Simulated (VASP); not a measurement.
**GaAs: single point with LDA**

GaAs:

```
CELL_PARAMETERS angstrom
0.00000 2.82685 2.82685
2.82685 0.00000 2.82685
2.82685 2.82685 0.00000
ATOMIC_POSITIONS crystal
Ga 0.00000 0.00000 0.00000
As 0.25000 0.25000 0.25000
```

| Quantity | Value |
| --- | --- |
| Program | VASP 6.6.1 |
| Task | single point |
| Functional | LDA |
| Potentials or basis | VASP PAW LDA potentials, release 64 (Ga_d, As) |
| Cutoff | 500 eV |
| k mesh | 4 × 4 × 4 |
| Occupations | gaussian, width 0.01 eV |
| Spin | no spin polarisation |

```json
{
 "Pressure": "-1.4 GPa",
 "Band gap on the k mesh": "0.31 eV, direct"
}
```

Levels at points of the mesh, in eV from the valence-band top:
```tsv
k point	band 6	band 7	band 8	band 9	band 10	band 11	band 12	band 13
(0.00, 0.00, 0.00)	-12.77	0.00	0.00	0.00	0.31	3.63	3.63	3.63
(0.50, 0.00, 0.00)	-11.00	-6.72	-1.15	-1.15	0.83	4.54	4.54	7.52
(0.50, 0.50, 0.00)	-10.25	-6.91	-2.71	-2.71	1.30	1.52	10.02	10.02
```

Run time: 5.1 s on 1 thread of AMD EPYC 7R43 64-Core Processor (Zen 3), with other jobs on the host, peak memory 0.11 GiB.

Caveat: the k points lie up to 0.48 Å⁻¹ apart.
